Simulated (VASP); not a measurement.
Here is a VASP 6.6.1 calculation.

Contents of INCAR:

```
  PREC = Accurate
  ENCUT = 520
  EDIFF = 1E-6
  ISMEAR = -1
  SIGMA = 0.05
  LREAL = F
  LASPH = T
  NELM = 150
  ALGO = Normal
  ISIF = 2
  LWAVE = F
  LCHARG = F
  ISPIN = 2
  MAGMOM = 1
  LORBIT = 11
  LMAXMIX = 4
  GGA = B5
  ALDAX = 1.0
  AGGAX = 1.0
  AGGAC = 1.0
  ALDAC = 0.0
  NBANDS = 16
```

KPOINTS

```
regular mesh
0
Gamma
  13 13 13
```

Contents of POSCAR:

```
Nb
1.0
   -1.6746192086      1.6746192086      1.6746192086
    1.6746192086     -1.6746192086      1.6746192086
    1.6746192086      1.6746192086     -1.6746192086
Nb
1
Direct
    0.0000000000      0.0000000000      0.0000000000
```

Potentials or basis: VASP PAW PBE potentials, release 64 (Nb_sv).

Run with:

```sh
$ cat potpaw_PBE.64/Nb_sv/POTCAR > POTCAR
$ mpirun -np 1 vasp_std > vasp.out
```

(1) What does it give for the pressure?

(2) What does it give for the net moment?

Answers

(1) -0.1 GPa.

(2) 0.00 μB per cell.

Caveat: the PAW data sets were made with another functional, which shifts forces and pressure a little.
